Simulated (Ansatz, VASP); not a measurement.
# Ti in VASP and in Ansatz

```
CELL_PARAMETERS angstrom
0.00000 1.98891 1.98891
1.98891 0.00000 1.98891
1.98891 1.98891 0.00000
ATOMIC_POSITIONS crystal
Ti 0.00000 0.00000 0.00000
```

Change from the starting cell: volume scaled by 0.9405.

Alike in both runs: task single point; functional PBE; k mesh 15 × 15 × 15; occupations fermi-dirac, width 0.05 eV; no spin polarisation.

|  | VASP | Ansatz |
| --- | --- | --- |
| version | VASP 6.6.1 | Ansatz 0.2.0 |
| potentials or method | VASP PAW PBE potentials, release 64 (Ti_sv), cutoff 500 eV | all-electron LAPW, scalar-relativistic |

Ansatz gave:

| Item | Value |
| --- | --- |
| pressure (GPa) | 12.8 |

Task: Estimate VASP's values.

Result: Pressure (GPa): 12.3.

Ansatz ran all-electron here, and VASP with PAW potentials.
